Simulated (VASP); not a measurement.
## KF: single point with r2SCAN

KF:

```
CELL_PARAMETERS angstrom
0.00000 2.65896 2.65896
2.65896 0.00000 2.65896
2.65896 2.65896 0.00000
ATOMIC_POSITIONS crystal
K 0.00000 0.00000 0.00000
F 0.50000 0.50000 0.50000
```

```
Program             : VASP 6.6.1
Task                : single point
Functional          : r2SCAN
Potentials or basis : VASP PAW PBE potentials, release 64 (K_sv, F)
Cutoff              : 520 eV
k mesh              : 6 × 6 × 6
Occupations         : gaussian, width 0.01 eV
Spin                : no spin polarisation
```

| Property | Result |
| --- | --- |
| Pressure | 0.0 GPa |
| Band gap on the k mesh | 6.91 eV, direct |

Levels at points of the mesh, in eV from the valence-band top:
| k point | band 4 | band 5 | band 6 | band 7 | band 8 | band 9 | band 10 | band 11 | band 12 | band 13 |
| --- | --- | --- | --- | --- | --- | --- | --- | --- | --- | --- |
| (0.00, 0.00, 0.00) | -9.56 | -9.56 | 0.00 | 0.00 | 0.00 | 6.91 | 11.49 | 11.49 | 11.49 | 13.37 |
| (0.50, 0.00, 0.00) | -9.59 | -9.59 | -0.78 | -0.35 | -0.35 | 9.74 | 11.36 | 12.99 | 12.99 | 15.38 |
| (0.50, 0.50, 0.00) | -9.78 | -9.78 | -0.20 | -0.05 | -0.05 | 8.78 | 11.31 | 12.54 | 14.71 | 15.22 |

Wall time 34 s on 1 thread of AMD EPYC 7R13 Processor (Zen 3), on a shared host, peak memory 0.13 GiB.

Caveat: the PAW data sets were made with another functional, which shifts forces and pressure a little. r2SCAN opens gaps a little over a GGA but as a rule still falls short of measured ones.
